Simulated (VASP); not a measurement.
# Au (P6_3/mmc) in VASP: further runs

Runs on Au. Level: PBEsol. Tasks: electric field gradients.

All numbers are computed with VASP 6.6.1; they aren't measurements. Logs are shortened: lines on timing, memory, paths and dates and some standing lists are left out, and cuts for length are marked.

## Step 1: The cell of the first run

It takes space group P6_3/mmc (No. 194, hexagonal). The conventional cell has a = 2.900 Å, b = 2.900 Å, c = 4.929 Å, α = 90.00°, β = 90.00°, γ = 120.00°. Within 3.8 Å of Au (site symmetry -6m2) lie 12 Au at 2.90 to 2.98 Å.

This isn't the form of Au at room conditions, which is fcc.

## Step 2: Electric field gradients, PBEsol (zz strain of +1 %)

INCAR reads:

```
PREC = Accurate ; ENCUT = 400
EDIFF = 1E-8 ; ISMEAR = -1
SIGMA = 0.03 ; LREAL = F
LASPH = T ; NELM = 120
ALGO = Normal ; ISIF = 2
LWAVE = F ; LCHARG = F
GGA = PS ; LEFG = T
NBANDS = 26 ; GGA_COMPAT = F
```

KPOINTS reads:

```
regular mesh
0
Gamma
  14 14 8
```

POSCAR reads:

```
Au
1.0
    2.8999984104      0.0000000000      0.0000000000
   -1.4499992052      2.5114722944      0.0000000000
    0.0000000000      0.0000000000      4.9288000000
Au
2
Direct
    0.3333333333      0.6666666667      0.7500000000
    0.6666666667      0.3333333333      0.2500000000
```

Potentials or basis: VASP PAW PBE potentials, release 64 (Au_sv_GW).

Run with:

```
cat potpaw_PBE.64/Au_sv_GW/POTCAR > POTCAR
mpirun -np 1 vasp_std > vasp.out
```

OUTCAR:

```text
PREC = Accurate
   ENCUT = 400
   EDIFF = 1E-8
   ISMEAR = -1
   LREAL = F
   LASPH = T
   NELM = 120
   ISIF = 2
   GGA = PS

 ion  position               nearest neighbor table
   1  0.333  0.667  0.750-   2 2.98   2 2.98   2 2.98   2 2.98   2 2.98   2 2.98
   2  0.667  0.333  0.250-   1 2.98   1 2.98   1 2.98   1 2.98   1 2.98   1 2.98

  LATTYP: Found a hexagonal cell.
 ALAT       =     2.8999984104
 C/A-ratio  =     1.6995871385

  Lattice vectors:

 A1 = (   2.8999984104,   0.0000000000,   0.0000000000)
 A2 = (  -1.4499992052,   2.5114722944,   0.0000000000)
 A3 = (   0.0000000000,   0.0000000000,   4.9288000000)

Analysis of symmetry for initial positions (statically):
=====================================================================
 Subroutine PRICEL returns:
 Original cell was already a primitive cell.

 Routine SETGRP: Setting up the symmetry group for a
 hexagonal supercell.

 Subroutine GETGRP returns: Found 24 space group operations
 (whereof 12 operations were pure point group operations)
 out of a pool of 24 trial point group operations.

The static configuration has the point symmetry D_3d.
 The point group associated with its full space group is D_6h.

Analysis of symmetry for dynamics (positions and initial velocities):
=====================================================================
 Subroutine PRICEL returns:
 Original cell was already a primitive cell.

 Routine SETGRP: Setting up the symmetry group for a
 hexagonal supercell.

 Subroutine GETGRP returns: Found 24 space group operations
 (whereof 12 operations were pure point group operations)
 out of a pool of 24 trial point group operations.

The dynamic configuration has the point symmetry D_3d.
 The point group associated with its full space group is D_6h.

 Subroutine INISYM returns: Found 24 space group operations
 (whereof 12 operations are pure point group operations),
 and found     1 'primitive' translations

----------------------------------------------------------------------------------------

                                     Primitive cell

  volume of cell :      35.8978

  direct lattice vectors                    reciprocal lattice vectors
     2.899998410  0.000000000  0.000000000     0.344827775  0.199086409  0.000000000
    -1.449999205  2.511472294  0.000000000     0.000000000  0.398172818  0.000000000
     0.000000000  0.000000000  4.928800000     0.000000000  0.000000000  0.202889141

  length of vectors
     2.899998410  2.899998410  4.928800000     0.398172818  0.398172818  0.202889141

  position of ions in fractional coordinates (direct lattice)
     0.333333333  0.666666667  0.750000000
     0.666666667  0.333333333  0.250000000

  ion indices of the primitive-cell ions
   primitive index   ion index
                 1           1
                 2           2

----------------------------------------------------------------------------------------

 KPOINTS: regular mesh

Automatic generation of k-mesh.
 Grid dimensions read from file:
 generate k-points for:   14   14    8

 Generating k-lattice:

  Cartesian coordinates                     Fractional coordinates (reciprocal lattice)
     0.024630555  0.014220458  0.000000000     0.071428571  0.000000000  0.000000000
     0.000000000  0.028440916  0.000000000     0.000000000  0.071428571  0.000000000
     0.000000000  0.000000000  0.025361143     0.000000000  0.000000000  0.125000000

  Length of vectors
     0.028440916  0.028440916  0.025361143

  Shift w.r.t. Gamma in fractional coordinates (k-lattice)
     0.000000000  0.000000000  0.000000000

 Subroutine IBZKPT returns following result:
 ===========================================

 Found    120 irreducible k-points:

 Following reciprocal coordinates:
            Coordinates               Weight
  0.000000  0.000000  0.000000      1.000000
  0.071429  0.000000  0.000000      6.000000
  0.142857  0.000000  0.000000      6.000000
  0.214286  0.000000  0.000000      6.000000
  0.285714  0.000000  0.000000      6.000000
  0.357143  0.000000  0.000000      6.000000
[... 16 lines left out ...]
  0.285714  0.285714  0.000000      6.000000
  0.357143  0.285714  0.000000      6.000000
 [... further k-points ...]
   k-points           NKPTS =    120   k-points in BZ     NKDIM =    120   number of bands    NBANDS=     26
   number of dos      NEDOS =    301   number of ions     NIONS =      2
   total plane-waves  NPLWV =  12800
   dimension x,y,z NGX =    20 NGY =   20 NGZ =   32
   dimension x,y,z NGXF=    40 NGYF=   40 NGZF=   64
   ions per type =               2
   NGX,Y,Z   is equivalent  to a cutoff of  11.47, 11.47, 10.79 a.u.
   NGXF,Y,Z  is equivalent  to a cutoff of  22.93, 22.93, 21.59 a.u.
 SYSTEM =  unknown system
   PREC   = accura    normal or accurate (medium, high low for compatibility)
   ISTART =      0    job   : 0-new  1-cont  2-samecut
   ICHARG =      2    charge: 1-file 2-atom 10-const
   ISPIN  =      1    spin polarized calculation?
   LNONCOLLINEAR =      F non collinear calculations
   LSORBIT =      F    spin-orbit coupling
   LASPH  =      T    aspherical Exc in radial PAW
   ENCUT  =  400.0 eV  29.40 Ry    5.42 a.u.   4.73  4.73  8.04*2*pi/ulx,y,z
   NELM   =    120;   NELMIN=  2; NELMDL= -5     # of ELM steps
   EDIFF  = 0.1E-07   stopping-criterion for ELM
   LREAL  =      F    real-space projection
   EDIFFG = 0.1E-06   stopping-criterion for IOM
   NSW    =      0    number of steps for IOM
   IBRION =     -1    ionic relax: 0-MD 1-quasi-New 2-CG
   NFREE  =      0    steps in history (QN), initial steepest desc. (CG)
   ISIF   =      2    stress and relaxation
   ISYM   =      2    0-nonsym 1-usesym 2-fastsym
   POTIM  = 0.5000    time-step for ionic-motion
   TEBEG  =    0.0;   TEEND  =   0.0 temperature during run
   PSTRESS=    0.0 pullay stress
   NELECT =      38.0000    total number of electrons
   NUPDOWN=      -1.0000    fix difference up-down
   EMIN   =  10.00;   EMAX   =-10.00  energy-range for DOS
   EFERMI =   0.00;   METHOD = LEGACY
   ISMEAR =    -1;   SIGMA  =   0.03  broadening in eV -4-tet -1-fermi 0-gaus
   EFERMI_NEDOS =   21; number of points for ismear=-14 and -15
   IALGO  =     38    algorithm
   IMIX   =      4    mixing-type and parameters
     AMIX     =   0.40;   BMIX     =  1.00
     AMIX_MAG =   1.60;   BMIX_MAG =  1.00
  volume/ion in A,a.u.               =      17.95       121.13
  Fermi-wavevector in a.u.,A,eV,Ry     =   1.668451  3.152916 37.874951  2.783730
  Thomas-Fermi vector in A             =   2.754296
   LORBIT       =      0    0 simple, 1 ext, 2 COOP (PROOUT), +10 PAW based schemes
   GGA     = PS    functional components
   LHFCALC =     F    Hartree Fock is set to
   AEXX    =    0.0000 exact exchange contribution
   IVDW    =     0    specifies the selected vdW correction
   LEPSILON=     F    determine dielectric tensor
   LRPA    =     F    only Hartree local field effects (RPA)
 non-spin polarized calculation
  energy-cutoff  :      400.00
  volume of cell :       35.90
 maximum number of plane-waves:       667
 NGX is ok and might be reduce to    20
   NGX =  9   NGY =  9   NGZ = 17

 number of electron      38.0000001 magnetization

 Free energy of the ion-electron system (eV)
  ---------------------------------------------------
  ext. energy  EPLUGINS =         0.00000000
  ---------------------------------------------------
  free energy    TOTEN  =        -6.54446202 eV

  energy without entropy =       -6.54064161  energy(sigma->0) =       -6.54255182

 E-fermi :   7.8119     XC(G=0): -13.1689

 val. band max:        7.8097252553   @ k =   0.4286   0.0714   0.2500
 cond. band min:       7.8252982156   @ k =   0.3571   0.1429   0.2500
 fundamental gap:      0.0155729604
 Fermi energy:         7.8119345148

 k-point     1 :       0.0000    0.0000    0.0000
  band No.  band energies     occupation
      1     -97.7018      2.00000
      2     -97.6939      2.00000
      3     -49.0459      2.00000
      4     -48.9235      2.00000
      5     -48.9235      2.00000
      6     -48.9028      2.00000
[... 18 lines left out ...]
     25      25.9782      0.00000
     26      25.9847      0.00000

 k-point     2 :       0.0714    0.0000    0.0000
  band No.  band energies     occupation
      1     -97.7011      2.00000
      2     -97.6940      2.00000
      3     -49.0432      2.00000
      4     -48.9319      2.00000
      5     -48.9264      2.00000
      6     -48.9108      2.00000
[... 18 lines left out ...]
     25      25.1437      0.00000
     26      25.4548      0.00000

 k-point     3 :       0.1429    0.0000    0.0000
  band No.  band energies     occupation
      1     -97.6992      2.00000
      2     -97.6929      2.00000
      3     -49.0350      2.00000
      4     -48.9531      2.00000
      5     -48.9327      2.00000
      6     -48.9321      2.00000
[... 18 lines left out ...]
     25      24.0079      0.00000
     26      25.4731      0.00000

 k-point     4 :       0.2143    0.0000    0.0000
  band No.  band energies     occupation
      1     -97.6972      2.00000
      2     -97.6918      2.00000
      3     -49.0232      2.00000
      4     -48.9840      2.00000
      5     -48.9637      2.00000
      6     -48.9421      2.00000
[... 18 lines left out ...]
     25      24.3263      0.00000
     26      24.8043      0.00000
[... 496 lines left out ...]
      1     -97.6897      2.00000
      2     -97.6883      2.00000
      3     -49.0594      2.00000
      4     -49.0402      2.00000
      5     -49.0016      2.00000
      6     -48.9745      2.00000
[... 18 lines left out ...]
     25      19.4678      0.00000
     26      20.6944      0.00000

 k-point    23 :       0.2857    0.2857    0.0000
  band No.  band energies     occupation
      1     -97.6895      2.00000
      2     -97.6879      2.00000
      3     -49.0497      2.00000
      4     -49.0358      2.00000
      5     -49.0071      2.00000
      6     -48.9869      2.00000
[... 18 lines left out ...]
     25      19.1714      0.00000
     26      19.7275      0.00000

 k-point    24 :       0.3571    0.2857    0.0000
  band No.  band energies     occupation
      1     -97.6889      2.00000
      2     -97.6883      2.00000
      3     -49.0485      2.00000
      4     -49.0279      2.00000
      5     -49.0199      2.00000
      6     -48.9961      2.00000
[... 18 lines left out ...]
     25      18.5523      0.00000
     26      18.7654      0.00000

 [... further k-points ...]

------------------------ aborting loop because EDIFF is reached ----------------------------------------

  FORCE on cell =-STRESS in cart. coord.  units (eV):
  Direction    XX          YY          ZZ          XY          YZ          ZX
  --------------------------------------------------------------------------------------
  -------------------------------------------------------------------------------------
  Total       -2.5335706     -2.5335706     -2.5697501      0.0000000     -0.0000000      0.0000000
  in kB     -113.0775140   -113.0775140   -114.6922632      0.0000000     -0.0000000      0.0000000
  external PRESSURE =    -113.6157638 kB  Pullay stress =       0.0000000 kB

 VOLUME and BASIS-vectors are now :
 -----------------------------------------------------------------------------
  energy-cutoff  :      400.00
  volume of cell :       35.90
      direct lattice vectors                 reciprocal lattice vectors
     2.899998410  0.000000000  0.000000000     0.344827775  0.199086409  0.000000000
    -1.449999205  2.511472294  0.000000000     0.000000000  0.398172818  0.000000000
     0.000000000  0.000000000  4.928800000     0.000000000  0.000000000  0.202889141

 POSITION                                       TOTAL-FORCE (eV/Angst)
 -----------------------------------------------------------------------------------
     -0.00000      1.67431      3.69660         0.000000     -0.000000      0.000000
      1.45000      0.83716      1.23220        -0.000000      0.000000      0.000000
 -----------------------------------------------------------------------------------
    total drift:                               -0.000000      0.000000     -0.000000

  FREE ENERGIE OF THE ION-ELECTRON SYSTEM (eV)
  ---------------------------------------------------
  free  energy   TOTEN  =        -6.5444620225 eV

  energy  without entropy=       -6.5406416142  energy(sigma->0) =       -6.54255182

 Electric field gradients (V/A^2)
---------------------------------------------------------------------
 ion       V_xx      V_yy      V_zz      V_xy      V_xz      V_yz
---------------------------------------------------------------------
   1      -6.745    -6.742    13.487     0.002     0.000    -0.000
   2      -6.745    -6.742    13.487     0.002    -0.000     0.000
---------------------------------------------------------------------

 Electric field gradients after diagonalization (V/A^2)
 (convention: |V_zz| > |V_xx| > |V_yy|)
----------------------------------------------------------------------
 ion       V_xx      V_yy      V_zz     asymmetry (V_yy - V_xx)/ V_zz
----------------------------------------------------------------------
   1      -6.746    -6.741    13.487       0.000
   2      -6.746    -6.741    13.487       0.000
----------------------------------------------------------------------

           NMR quadrupolar parameters

 Cq : quadrupolar parameter    Cq=e*Q*V_zz/h
 eta: asymmetry parameters     (V_yy - V_xx)/ V_zz
 Q  : nuclear electric quadrupole moment in mb (millibarn)
----------------------------------------------------------------------
 ion       Cq(MHz)       eta       Q (mb)
----------------------------------------------------------------------
   1       0.033       0.000       1.000
   2       0.033       0.000       1.000
----------------------------------------------------------------------
```

Run time: 89 s. Hardware: 1 thread of AMD EPYC 7R43 (Zen 3), shared host; peak memory 0.15 GiB.

Results:

```
Free energy                             : -6.5445 eV
Pressure                                : -11.4 GPa
Band gap on the k mesh                  : zero (bands 19 and 20 overlap by 6.30 eV)
Largest electric field gradient by atom : Au +13.5 V/Å²
```

Stress tensor (GPa, compression positive):
```
-11.31   0.00   0.00
  0.00 -11.31   0.00
  0.00   0.00 -11.47
```

Electric field gradients, principal values (V/Å²):
| atom | least | middle | greatest (by size) |
| --- | --- | --- | --- |
| 1 Au | -6.741 | -6.746 | 13.487 |
| 2 Au | -6.741 | -6.746 | 13.487 |

Caveat: the cell differs from its parent crystal (zz strain of +1 %); the cell stands under tension; without QUAD_EFG the Cq values of the log hold for a quadrupole moment of 1 mb, not for the nuclei; the PAW data sets were made with another functional, which shifts forces and pressure a little; spin-orbit coupling is left out, which moves the levels of the heavy elements.

(Continued in part 2 of 3.)

The gap in the log of VASP goes by the Fermi energy; the results here count the filled bands.